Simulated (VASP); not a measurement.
# ZrSi2 (Imma) in VASP: single point with PBE

Aim: the single point of ZrSi2 with PBE.

All numbers are computed with VASP 6.6.1; they aren't measurements. Logs are shortened: lines on timing, memory, paths and dates and some standing lists are left out, and cuts for length are marked.

## (1) The cell of the first run

Symmetry: Imma, No. 74, orthorhombic system. The conventional cell has a = 4.029 Å, b = 6.101 Å, c = 8.103 Å, α = 90.00°, β = 90.00°, γ = 90.00°. Within 3.7 Å of Zr (site symmetry mm2) lie 10 Si at 2.79 to 2.99 Å and 4 Zr at 3.35 Å. Si (site symmetry m) has 4 Si at 2.36 to 2.64 Å and 5 Zr at 2.79 to 2.99 Å within 3.1 Å.

## (2) Single point, PBE

Input file INCAR:

```
SYSTEM = ZrSi2
PREC = Accurate ; ENCUT = 520
EDIFF = 1E-6 ; ISMEAR = 0
SIGMA = 0.2 ; LREAL = .False.
LASPH = .True. ; NELM = 100
ALGO = Normal ; ISIF = 2
LWAVE = .False. ; LCHARG = .False.
GGA = PE ; NBANDS = 29
```

Input file KPOINTS:

```
regular mesh
0
Gamma
  5 5 5
  0 0 0
```

Input file POSCAR:

```
ZrSi2
1.0
   -2.0145869728      3.0506450906      4.0515891213
    2.0145869728     -3.0506450906      4.0515891213
    2.0145869728      3.0506450906     -4.0515891213
Zr Si
2 4
Direct
    0.1647902867      0.4147902867      0.7500000000
    0.8352097133      0.5852097133      0.2500000000
    0.4119995384      0.8550725553      0.5569269831
    0.5880004616      0.1449274447      0.4430730169
    0.2018544277      0.1449274447      0.0569269831
    0.7981455723      0.8550725553      0.9430730169
```

Potentials or basis: VASP PAW PBE potentials, release 64 (Zr_sv, Si).

The run is started by

```console
$ cat potpaw_PBE.64/Zr_sv/POTCAR potpaw_PBE.64/Si/POTCAR > POTCAR
$ mpirun -np 1 vasp_std > vasp.out
```

OUTCAR:

```text
SYSTEM = ZrSi2
   PREC = Accurate
   ENCUT = 520
   EDIFF = 1E-6
   ISMEAR = 0
   LREAL = .False.
   LASPH = .True.
   NELM = 100
   ISIF = 2
   GGA = PE

 ion  position               nearest neighbor table
   1  0.165  0.415  0.750-   6 2.79   6 2.79   3 2.79   3 2.79   4 2.88   5 2.88   5 2.99   4 2.99
                             4 2.99   5 2.99   2 3.35   2 3.35   2 3.35   2 3.35
   2  0.835  0.585  0.250-   5 2.79   5 2.79   4 2.79   4 2.79   3 2.88   6 2.88   6 2.99   3 2.99
                             3 2.99   6 2.99   1 3.35   1 3.35   1 3.35   1 3.35
   3  0.412  0.855  0.557-   6 2.36   4 2.45   5 2.64   5 2.64   1 2.79   1 2.79   2 2.88   2 2.99
                             2 2.99
   4  0.588  0.145  0.443-   5 2.36   3 2.45   6 2.64   6 2.64   2 2.79   2 2.79   1 2.88   1 2.99
                             1 2.99
   5  0.202  0.145  0.057-   4 2.36   6 2.45   3 2.64   3 2.64   2 2.79   2 2.79   1 2.88   1 2.99
                             1 2.99
   6  0.798  0.855  0.943-   3 2.36   5 2.45   4 2.64   4 2.64   1 2.79   1 2.79   2 2.88   2 2.99
                             2 2.99

  LATTYP: Found a body centered orthorhombic cell.
 ALAT       =     4.0291739456
 B/A-ratio  =     1.5142781780
 C/A-ratio  =     2.0111264373

  Lattice vectors:

 A1 = (  -2.0145869728,   3.0506450906,   4.0515891213)
 A2 = (   2.0145869728,  -3.0506450906,   4.0515891213)
 A3 = (   2.0145869728,   3.0506450906,  -4.0515891213)

Analysis of symmetry for initial positions (statically):
=====================================================================
 Subroutine PRICEL returns:
 Original cell was already a primitive cell.

 Routine SETGRP: Setting up the symmetry group for a
 body centered orthorhombic supercell.

 Subroutine GETGRP returns: Found  8 space group operations
 (whereof  4 operations were pure point group operations)
 out of a pool of  8 trial point group operations.

The static configuration has the point symmetry C_2h.
 The point group associated with its full space group is D_2h.

Analysis of symmetry for dynamics (positions and initial velocities):
=====================================================================
 Subroutine PRICEL returns:
 Original cell was already a primitive cell.

 Routine SETGRP: Setting up the symmetry group for a
 body centered orthorhombic supercell.

 Subroutine GETGRP returns: Found  8 space group operations
 (whereof  4 operations were pure point group operations)
 out of a pool of  8 trial point group operations.

The dynamic configuration has the point symmetry C_2h.
 The point group associated with its full space group is D_2h.

 Subroutine INISYM returns: Found  8 space group operations
 (whereof  4 operations are pure point group operations),
 and found     1 'primitive' translations

----------------------------------------------------------------------------------------

                                     Primitive cell

  volume of cell :      99.6009

  direct lattice vectors                    reciprocal lattice vectors
    -2.014586973  3.050645091  4.051589121     0.000000000  0.163899761  0.123408368
     2.014586973 -3.050645091  4.051589121     0.248189831  0.000000000  0.123408368
     2.014586973  3.050645091 -4.051589121     0.248189831  0.163899761  0.000000000

  length of vectors
     5.457139411  5.457139411  5.457139411     0.205165194  0.277178313  0.297424484

  position of ions in fractional coordinates (direct lattice)
     0.164790287  0.414790287  0.750000000
     0.835209713  0.585209713  0.250000000
     0.411999538  0.855072555  0.556926983
     0.588000462  0.144927445  0.443073017
     0.201854428  0.144927445  0.056926983
     0.798145572  0.855072555  0.943073017

  ion indices of the primitive-cell ions
   primitive index   ion index
                 1           1
                 2           2
                 3           3
                 4           4
                 5           5
                 6           6

----------------------------------------------------------------------------------------

 KPOINTS: regular mesh

Automatic generation of k-mesh.
 Grid dimensions read from file:
 generate k-points for:    5    5    5

 Generating k-lattice:

  Cartesian coordinates                     Fractional coordinates (reciprocal lattice)
     0.000000000  0.032779952  0.024681674     0.200000000 -0.000000000  0.000000000
     0.049637966  0.000000000  0.024681674     0.000000000  0.200000000 -0.000000000
     0.049637966  0.032779952  0.000000000     0.000000000 -0.000000000  0.200000000

  Length of vectors
     0.041033039  0.055435663  0.059484897

  Shift w.r.t. Gamma in fractional coordinates (k-lattice)
     0.000000000  0.000000000  0.000000000

 Subroutine IBZKPT returns following result:
 ===========================================

 Found     27 irreducible k-points:

 Following reciprocal coordinates:
            Coordinates               Weight
  0.000000  0.000000  0.000000      1.000000
  0.200000  0.000000 -0.000000      4.000000
  0.400000  0.000000 -0.000000      4.000000
  0.000000  0.200000  0.000000      4.000000
  0.200000  0.200000  0.000000      8.000000
  0.400000  0.200000 -0.000000      8.000000
[... 16 lines left out ...]
 -0.400000 -0.200000  0.200000      4.000000
 -0.200000 -0.200000  0.200000      2.000000
 [... further k-points ...]
   k-points           NKPTS =     27   k-points in BZ     NKDIM =     27   number of bands    NBANDS=     29
   number of dos      NEDOS =    301   number of ions     NIONS =      6
   total plane-waves  NPLWV =  74088
   dimension x,y,z NGX =    42 NGY =   42 NGZ =   42
   dimension x,y,z NGXF=    84 NGYF=   84 NGZF=   84
   ions per type =               2   4
   NGX,Y,Z   is equivalent  to a cutoff of  12.79, 12.79, 12.79 a.u.
   NGXF,Y,Z  is equivalent  to a cutoff of  25.59, 25.59, 25.59 a.u.
 SYSTEM =  ZrSi2
   PREC   = accura    normal or accurate (medium, high low for compatibility)
   ISTART =      0    job   : 0-new  1-cont  2-samecut
   ICHARG =      2    charge: 1-file 2-atom 10-const
   ISPIN  =      1    spin polarized calculation?
   LNONCOLLINEAR =      F non collinear calculations
   LSORBIT =      F    spin-orbit coupling
   LASPH  =      T    aspherical Exc in radial PAW
   ENCUT  =  520.0 eV  38.22 Ry    6.18 a.u.  10.15 10.15 10.15*2*pi/ulx,y,z
   NELM   =    100;   NELMIN=  2; NELMDL= -5     # of ELM steps
   EDIFF  = 0.1E-05   stopping-criterion for ELM
   LREAL  =      F    real-space projection
   EDIFFG = 0.1E-04   stopping-criterion for IOM
   NSW    =      0    number of steps for IOM
   IBRION =     -1    ionic relax: 0-MD 1-quasi-New 2-CG
   NFREE  =      0    steps in history (QN), initial steepest desc. (CG)
   ISIF   =      2    stress and relaxation
   ISYM   =      2    0-nonsym 1-usesym 2-fastsym
   POTIM  = 0.5000    time-step for ionic-motion
   TEBEG  =    0.0;   TEEND  =   0.0 temperature during run
   PSTRESS=    0.0 pullay stress
   NELECT =      40.0000    total number of electrons
   NUPDOWN=      -1.0000    fix difference up-down
   EMIN   =  10.00;   EMAX   =-10.00  energy-range for DOS
   EFERMI =   0.00;   METHOD = LEGACY
   ISMEAR =     0;   SIGMA  =   0.20  broadening in eV -4-tet -1-fermi 0-gaus
   EFERMI_NEDOS =   21; number of points for ismear=-14 and -15
   IALGO  =     38    algorithm
   IMIX   =      4    mixing-type and parameters
     AMIX     =   0.40;   BMIX     =  1.00
     AMIX_MAG =   1.60;   BMIX_MAG =  1.00
  volume/ion in A,a.u.               =      16.60       112.02
  Fermi-wavevector in a.u.,A,eV,Ry     =   1.207834  2.282475 19.849025  1.458862
  Thomas-Fermi vector in A             =   2.343460
   LORBIT       =      0    0 simple, 1 ext, 2 COOP (PROOUT), +10 PAW based schemes
   GGA     = PE    functional components
   LHFCALC =     F    Hartree Fock is set to
   AEXX    =    0.0000 exact exchange contribution
   IVDW    =     0    specifies the selected vdW correction
   LEPSILON=     F    determine dielectric tensor
   LRPA    =     F    only Hartree local field effects (RPA)
 non-spin polarized calculation
 Gauss-broadening in eV      SIGMA  =   0.20
  energy-cutoff  :      520.00
  volume of cell :       99.60
 maximum number of plane-waves:      2710
 NGX is ok and might be reduce to    42
   NGX = 21   NGY = 21   NGZ = 21

 number of electron      40.0000000 magnetization

 Free energy of the ion-electron system (eV)
  ---------------------------------------------------
  ext. energy  EPLUGINS =         0.00000000
  ---------------------------------------------------
  free energy    TOTEN  =       -41.53273665 eV

  energy without entropy =      -41.47819685  energy(sigma->0) =      -41.50546675

 E-fermi :  10.2713     XC(G=0): -11.3129

 val. band max:       10.2368015732   @ k =   0.2000   0.2000   0.2000
 cond. band min:      10.2909749056   @ k =   0.4000  -0.4000   0.2000
 fundamental gap:      0.0541733323
 Fermi energy:        10.2713326891

 k-point     1 :       0.0000    0.0000    0.0000
  band No.  band energies     occupation
      1     -38.7449      2.00000
      2     -38.6866      2.00000
      3     -16.9259      2.00000
      4     -16.9223      2.00000
      5     -16.8676      2.00000
      6     -16.8059      2.00000
[... 21 lines left out ...]
     28      14.2760      0.00000
     29      14.5611      0.00000

 k-point     2 :       0.2000    0.0000   -0.0000
  band No.  band energies     occupation
      1     -38.7409      2.00000
      2     -38.6906      2.00000
      3     -16.9313      2.00000
      4     -16.9104      2.00000
      5     -16.8773      2.00000
      6     -16.7964      2.00000
[... 21 lines left out ...]
     28      13.9106      0.00000
     29      14.6154      0.00000

 k-point     3 :       0.4000    0.0000   -0.0000
  band No.  band energies     occupation
      1     -38.7325      2.00000
      2     -38.6990      2.00000
      3     -16.9439      2.00000
      4     -16.8893      2.00000
      5     -16.8788      2.00000
      6     -16.7845      2.00000
[... 638 lines left out ...]
      5     -16.8961      2.00000
      6     -16.7743      2.00000
[... 21 lines left out ...]
     28      13.7717      0.00000
     29      13.9808      0.00000

 k-point    24 :      -0.2000   -0.2000    0.2000
  band No.  band energies     occupation
      1     -38.7393      2.00000
      2     -38.6921      2.00000
      3     -16.9491      2.00000
      4     -16.9163      2.00000
      5     -16.8888      2.00000
      6     -16.7849      2.00000
[... 21 lines left out ...]
     28      14.2650      0.00000
     29      14.4489      0.00000

 [... further k-points ...]

------------------------ aborting loop because EDIFF is reached ----------------------------------------

  FORCE on cell =-STRESS in cart. coord.  units (eV):
  Direction    XX          YY          ZZ          XY          YZ          ZX
  --------------------------------------------------------------------------------------
  -------------------------------------------------------------------------------------
  Total        0.0798770     -0.3735364      0.1539655      0.0000000      0.0000000      0.0000000
  in kB        1.2849004     -6.0086979      2.4766862      0.0000000      0.0000000      0.0000000
  external PRESSURE =      -0.7490371 kB  Pullay stress =       0.0000000 kB

 VOLUME and BASIS-vectors are now :
 -----------------------------------------------------------------------------
  energy-cutoff  :      520.00
  volume of cell :       99.60
      direct lattice vectors                 reciprocal lattice vectors
    -2.014586973  3.050645091  4.051589121     0.000000000  0.163899761  0.123408368
     2.014586973 -3.050645091  4.051589121     0.248189831  0.000000000  0.123408368
     2.014586973  3.050645091 -4.051589121     0.248189831  0.163899761  0.000000000

 POSITION                                       TOTAL-FORCE (eV/Angst)
 -----------------------------------------------------------------------------------
      2.01459      1.52532     -0.69047        -0.000000     -0.000000     -0.005794
      0.00000      1.52532      4.74206         0.000000     -0.000000      0.005794
      2.01459      0.34733      2.87722         0.000000     -0.035401      0.051228
      0.00000      2.70332      1.17437         0.000000      0.035401     -0.051228
      0.00000      0.34733      1.17437         0.000000     -0.035401     -0.051228
      2.01459      2.70332      2.87722        -0.000000      0.035401      0.051228
 -----------------------------------------------------------------------------------
    total drift:                               -0.000000     -0.000000      0.000000

  FREE ENERGIE OF THE ION-ELECTRON SYSTEM (eV)
  ---------------------------------------------------
  free  energy   TOTEN  =       -41.5327366531 eV

  energy  without entropy=      -41.4781968450  energy(sigma->0) =      -41.50546675
```

Wall time 52 s (1 thread of Intel Xeon 6975P-C (Granite Rapids), shared host); peak memory 0.28 GiB.

Results:

- Free energy: -41.5327 eV
- Pressure: -0.1 GPa
- Largest force: 0.062 eV/Å
- Band gap on the k mesh: zero (band 20 reaches 10.52 eV, above the bottom of band 21 at 9.67 eV)

Forces in eV/Å, atoms in the order of the input:
```
Zr   0.000  0.000 -0.006
Zr   0.000  0.000  0.006
Si   0.000 -0.035  0.051
Si   0.000  0.035 -0.051
Si   0.000 -0.035 -0.051
Si   0.000  0.035  0.051
```

Stress tensor (GPa, compression positive):
```
 0.13  0.00  0.00
 0.00 -0.60  0.00
 0.00  0.00  0.25
```

Caveat: the k points lie up to 0.37 Å⁻¹ apart.
